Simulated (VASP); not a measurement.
# KW9 in VASP: single point with PBEsol

Aim: the single point of KW9 with PBEsol.

All numbers are computed with VASP 6.6.1; they aren't measurements. Logs are shortened: lines on timing, memory, paths and dates and some standing lists are left out, and cuts for length are marked.

### 1 The cell of the first run

The cell holds a slab with vacuum, 10 atoms: a = 4.461 Å, b = 4.461 Å, c = 26.285 Å, α = 90.00°, β = 90.00°, γ = 120.00°.

### 2 Single point, PBEsol

INCAR

```
SYSTEM = KW9
ALGO = Normal
DIPOL = 0.5 0.5 0.487
EDIFF = 1E-7
ENCUT = 520
GGA = PS
IDIPOL = 3
ISIF = 2
ISMEAR = 0
LASPH = .True.
LCHARG = .False.
LDIPOL = .True.
LREAL = .False.
LWAVE = .False.
NBANDS = 78
NELM = 100
PREC = Accurate
SIGMA = 0.1
```

KPOINTS

```
k-points
0
Gamma
  9 9 1
  0 0 0
```

POSCAR

```
KW9
1.0
    4.4609390841      0.0000000000      0.0000000000
   -2.2304695421      3.8632865716      0.0000000000
    0.0000000000      0.0000000000     26.2846830198
W K
9 1
Direct
    0.6666666667      0.3333333333      0.3233822525
    0.3333333333      0.6666666667      0.3580254466
    0.0000000000      0.0000000000      0.3926686408
    0.6666666667      0.3333333333      0.4273118349
    0.3333333333      0.6666666667      0.4623651614
    0.0000000000      0.0000000000      0.4963215983
    0.6666666667      0.3333333333      0.5359524027
    0.3333333333      0.6666666667      0.5631815470
    0.0000000000      0.0000000000      0.5905731128
    0.0000000000      0.0000000000      0.7180189693
```

Potentials or basis: VASP PAW PBE potentials, release 64 (W_sv, K_sv).

Command:

```bash
> cat potpaw_PBE.64/W_sv/POTCAR potpaw_PBE.64/K_sv/POTCAR > POTCAR
> mpirun -np 1 vasp_std > vasp.out
```

OUTCAR:

```text
SYSTEM = KW9
   EDIFF = 1E-7
   ENCUT = 520
   GGA = PS
   ISIF = 2
   ISMEAR = 0
   LASPH = .True.
   LREAL = .False.
   NELM = 100
   PREC = Accurate

 ion  position               nearest neighbor table
   1  0.667  0.333  0.323-   4 2.73   2 2.73   2 2.73   2 2.73   3 3.15   3 3.15   3 3.15
   2  0.333  0.667  0.358-   1 2.73   1 2.73   1 2.73   3 2.73   3 2.73   3 2.73   5 2.74   4 3.15
                             4 3.15   4 3.15
   3  0.000  0.000  0.393-   6 2.72   4 2.73   4 2.73   4 2.73   2 2.73   2 2.73   2 2.73   1 3.15
                             1 3.15   1 3.15   5 3.16   5 3.16   5 3.16
   4  0.667  0.333  0.427-   1 2.73   3 2.73   3 2.73   3 2.73   5 2.74   5 2.74   5 2.74   7 2.86
                             6 3.15   6 3.15   6 3.15   2 3.15   2 3.15   2 3.15
   5  0.333  0.667  0.462-   8 2.65   6 2.73   6 2.73   6 2.73   4 2.74   4 2.74   4 2.74   2 2.74
                             3 3.16   3 3.16   3 3.16   7 3.22   7 3.22   7 3.22
   6  0.000  0.000  0.496-   9 2.48   3 2.72   5 2.73   5 2.73   5 2.73   7 2.78   7 2.78   7 2.78
                             8 3.12   8 3.12   8 3.12   4 3.15   4 3.15   4 3.15
   7  0.667  0.333  0.536-   8 2.67   8 2.67   8 2.67   6 2.78   6 2.78   6 2.78   4 2.86   9 2.95
                             9 2.95   9 2.95   5 3.22   5 3.22   5 3.22
   8  0.333  0.667  0.563-   5 2.65   7 2.67   7 2.67   7 2.67   9 2.67   9 2.67   9 2.67   6 3.12
                             6 3.12   6 3.12
   9  0.000  0.000  0.591-   6 2.48   8 2.67   8 2.67   8 2.67   7 2.95   7 2.95   7 2.95  10 3.35

  10  0.000  0.000  0.718-   9 3.35

  LATTYP: Found a hexagonal cell.
 ALAT       =     4.4609390841
 C/A-ratio  =     5.8921860452

  Lattice vectors:

 A1 = (   4.4609390841,   0.0000000000,   0.0000000000)
 A2 = (  -2.2304695421,   3.8632865716,   0.0000000000)
 A3 = (   0.0000000000,   0.0000000000,  26.2846830198)

Analysis of symmetry for initial positions (statically):
=====================================================================
 Subroutine PRICEL returns:
 Original cell was already a primitive cell.

 Routine SETGRP: Setting up the symmetry group for a
 hexagonal supercell.

 Subroutine GETGRP returns: Found  6 space group operations
 (whereof  6 operations were pure point group operations)
 out of a pool of 24 trial point group operations.

The static configuration has the point symmetry C_3v.

Analysis of symmetry for dynamics (positions and initial velocities):
=====================================================================
 Subroutine PRICEL returns:
 Original cell was already a primitive cell.

 Routine SETGRP: Setting up the symmetry group for a
 hexagonal supercell.

 Subroutine GETGRP returns: Found  6 space group operations
 (whereof  6 operations were pure point group operations)
 out of a pool of 24 trial point group operations.

The dynamic configuration has the point symmetry C_3v.

 Subroutine INISYM returns: Found  6 space group operations
 (whereof  6 operations are pure point group operations),
 and found     1 'primitive' translations

----------------------------------------------------------------------------------------

                                     Primitive cell

  volume of cell :     452.9872

  direct lattice vectors                    reciprocal lattice vectors
     4.460939084  0.000000000  0.000000000     0.224168046  0.129423482  0.000000000
    -2.230469542  3.863286572  0.000000000     0.000000000  0.258846964  0.000000000
     0.000000000  0.000000000 26.284683020     0.000000000  0.000000000  0.038044971

  length of vectors
     4.460939084  4.460939084 26.284683020     0.258846964  0.258846964  0.038044971

  position of ions in fractional coordinates (direct lattice)
     0.666666667  0.333333333  0.323382252
     0.333333333  0.666666667  0.358025447
     0.000000000  0.000000000  0.392668641
     0.666666667  0.333333333  0.427311835
     0.333333333  0.666666667  0.462365161
     0.000000000  0.000000000  0.496321598
     0.666666667  0.333333333  0.535952403
     0.333333333  0.666666667  0.563181547
     0.000000000  0.000000000  0.590573113
     0.000000000  0.000000000  0.718018969

  ion indices of the primitive-cell ions
   primitive index   ion index
                 1           1
[... 24 lines left out ...]

  Length of vectors
     0.028760774  0.028760774  0.038044971

  Shift w.r.t. Gamma in fractional coordinates (k-lattice)
     0.000000000  0.000000000  0.000000000

 Subroutine IBZKPT returns following result:
 ===========================================

 Found     12 irreducible k-points:

 Following reciprocal coordinates:
            Coordinates               Weight
  0.000000  0.000000  0.000000      1.000000
  0.111111  0.000000  0.000000      6.000000
  0.222222  0.000000  0.000000      6.000000
  0.333333  0.000000  0.000000      6.000000
  0.444444  0.000000  0.000000      6.000000
  0.111111  0.111111  0.000000      6.000000
  0.222222  0.111111  0.000000     12.000000
  0.333333  0.111111  0.000000     12.000000
  0.444444  0.111111  0.000000      6.000000
  0.222222  0.222222  0.000000      6.000000
  0.333333  0.222222  0.000000     12.000000
  0.333333  0.333333  0.000000      2.000000
   k-points           NKPTS =     12   k-points in BZ     NKDIM =     12   number of bands    NBANDS=     78
   number of dos      NEDOS =    301   number of ions     NIONS =     10
   total plane-waves  NPLWV = 254016
   dimension x,y,z NGX =    36 NGY =   36 NGZ =  196
   dimension x,y,z NGXF=    72 NGYF=   72 NGZF=  392
   ions per type =               9   1
   NGX,Y,Z   is equivalent  to a cutoff of  13.42, 13.42, 12.40 a.u.
   NGXF,Y,Z  is equivalent  to a cutoff of  26.83, 26.83, 24.79 a.u.
 SYSTEM =  KW9
   PREC   = accura    normal or accurate (medium, high low for compatibility)
   ISTART =      0    job   : 0-new  1-cont  2-samecut
   ICHARG =      2    charge: 1-file 2-atom 10-const
   ISPIN  =      1    spin polarized calculation?
   LNONCOLLINEAR =      F non collinear calculations
   LSORBIT =      F    spin-orbit coupling
   LASPH  =      T    aspherical Exc in radial PAW
   ENCUT  =  520.0 eV  38.22 Ry    6.18 a.u.   8.29  8.29 48.87*2*pi/ulx,y,z
   NELM   =    100;   NELMIN=  2; NELMDL= -5     # of ELM steps
   EDIFF  = 0.1E-06   stopping-criterion for ELM
   LREAL  =      F    real-space projection
   EDIFFG = 0.1E-05   stopping-criterion for IOM
   NSW    =      0    number of steps for IOM
   IBRION =     -1    ionic relax: 0-MD 1-quasi-New 2-CG
   NFREE  =      0    steps in history (QN), initial steepest desc. (CG)
   ISIF   =      2    stress and relaxation
   ISYM   =      2    0-nonsym 1-usesym 2-fastsym
   POTIM  = 0.5000    time-step for ionic-motion
   TEBEG  =    0.0;   TEEND  =   0.0 temperature during run
   PSTRESS=    0.0 pullay stress
   NELECT =     135.0000    total number of electrons
   NUPDOWN=      -1.0000    fix difference up-down
   EMIN   =  10.00;   EMAX   =-10.00  energy-range for DOS
   EFERMI =   0.00;   METHOD = LEGACY
   ISMEAR =     0;   SIGMA  =   0.10  broadening in eV -4-tet -1-fermi 0-gaus
   EFERMI_NEDOS =   21; number of points for ismear=-14 and -15
   IALGO  =     38    algorithm
   IMIX   =      4    mixing-type and parameters
     AMIX     =   0.40;   BMIX     =  1.00
     AMIX_MAG =   1.60;   BMIX_MAG =  1.00
  volume/ion in A,a.u.               =      45.30       305.69
  Fermi-wavevector in a.u.,A,eV,Ry     =   1.093513  2.066441 16.269459  1.195772
  Thomas-Fermi vector in A             =   2.229800
   LORBIT       =      0    0 simple, 1 ext, 2 COOP (PROOUT), +10 PAW based schemes
   GGA     = PS    functional components
   LHFCALC =     F    Hartree Fock is set to
   AEXX    =    0.0000 exact exchange contribution
   IVDW    =     0    specifies the selected vdW correction
   LEPSILON=     F    determine dielectric tensor
   LRPA    =     F    only Hartree local field effects (RPA)
 non-spin polarized calculation
 Gauss-broadening in eV      SIGMA  =   0.10
  energy-cutoff  :      520.00
  volume of cell :      452.99
 maximum number of plane-waves:     12245
 NGX is ok and might be reduce to    36
   NGX = 17   NGY = 17   NGZ = 97

 dipolmoment           0.000000      0.000000      0.762554 electrons x Angstroem

 number of electron     135.0000008 magnetization

 dipolmoment           0.000000      0.000000     -0.136830 electrons x Angstroem

 Free energy of the ion-electron system (eV)
  ---------------------------------------------------
  ext. energy  EPLUGINS =         0.00000000
  ---------------------------------------------------
  free energy    TOTEN  =      -116.68707996 eV

  energy without entropy =     -116.65251475  energy(sigma->0) =     -116.66979736

 E-fermi :   1.6257     XC(G=0):  -6.0823

 val. band max:        1.5511719460   @ k =   0.2222   0.2222   0.0000
 cond. band min:       1.6494905656   @ k =   0.2222   0.1111   0.0000
 fundamental gap:      0.0983186196
 Fermi energy:         1.6257283967

 k-point     1 :       0.0000    0.0000    0.0000
  band No.  band energies     occupation
      1     -72.4529      2.00000
      2     -72.4100      2.00000
      3     -72.3865      2.00000
      4     -72.3611      2.00000
      5     -72.2582      2.00000
      6     -72.2316      2.00000
[... 961 lines left out ...]
     77       3.3716      0.00000
     78       3.3831      0.00000

------------------------ aborting loop because EDIFF is reached ----------------------------------------

 vacuum level on the upper side and lower side of the slab       (xc-potential included)        -1.073         0.436

  FORCE on cell =-STRESS in cart. coord.  units (eV):
  Direction    XX          YY          ZZ          XY          YZ          ZX
  --------------------------------------------------------------------------------------
  -------------------------------------------------------------------------------------
  Total       -9.1937373     -9.1937373     -5.1349169      0.0000000      0.0000000     -0.0000000
  in kB      -32.5174673    -32.5174673    -18.1617646      0.0000000      0.0000000     -0.0000000
  external PRESSURE =     -27.7322331 kB  Pullay stress =       0.0000000 kB

 VOLUME and BASIS-vectors are now :
 -----------------------------------------------------------------------------
  energy-cutoff  :      520.00
  volume of cell :      452.99
      direct lattice vectors                 reciprocal lattice vectors
     4.460939084  0.000000000  0.000000000     0.224168046  0.129423482  0.000000000
    -2.230469542  3.863286572  0.000000000     0.000000000  0.258846964  0.000000000
     0.000000000  0.000000000 26.284683020     0.000000000  0.000000000  0.038044971

 POSITION                                       TOTAL-FORCE (eV/Angst)
 -----------------------------------------------------------------------------------
      2.23047      1.28776      8.50000        -0.000000     -0.000000      2.602962
     -0.00000      2.57552      9.41059         0.000000     -0.000000     -0.188981
      0.00000      0.00000     10.32117        -0.000000     -0.000000     -1.142274
      2.23047      1.28776     11.23176         0.000000      0.000000     -1.237278
     -0.00000      2.57552     12.15312         0.000000     -0.000000     -0.287268
      0.00000      0.00000     13.04566        -0.000000      0.000000      0.052921
      2.23047      1.28776     14.08734        -0.000000     -0.000000     -0.219523
     -0.00000      2.57552     14.80305         0.000000      0.000000      0.476729
      0.00000      0.00000     15.52303        -0.000000     -0.000000     -0.066353
      0.00000      0.00000     18.87290        -0.000000     -0.000000      0.009064
 -----------------------------------------------------------------------------------
    total drift:                               -0.000000      0.000000     -0.000054

  FREE ENERGIE OF THE ION-ELECTRON SYSTEM (eV)
  ---------------------------------------------------
  free  energy   TOTEN  =      -116.6870799573 eV

  energy  without entropy=     -116.6525147530  energy(sigma->0) =     -116.66979736

 vacuum level on the upper side and lower side of the slab         3.909         5.455
```

It took 16 min on 1 thread of Intel Xeon 6975P-C (Granite Rapids), shared host; peak memory 0.71 GiB.

What came out:

| Item | Value |
| --- | --- |
| Free energy | -116.6871 eV |
| Largest force | 2.603 eV/Å |
| Band gap on the k mesh | zero (an odd number of electrons rules out a gap without spin polarisation) |

Forces in eV/Å, atoms in the order of the input:
```
W    0.000  0.000  2.603
W    0.000  0.000 -0.189
W    0.000  0.000 -1.142
W    0.000  0.000 -1.237
W    0.000  0.000 -0.287
W    0.000  0.000  0.053
W    0.000  0.000 -0.220
W    0.000  0.000  0.477
W    0.000  0.000 -0.066
K    0.000  0.000  0.009
```

Caveat: the PAW data sets were made with another functional, which shifts forces and pressure a little; spin-orbit coupling is left out, which moves the levels of the heavy elements.
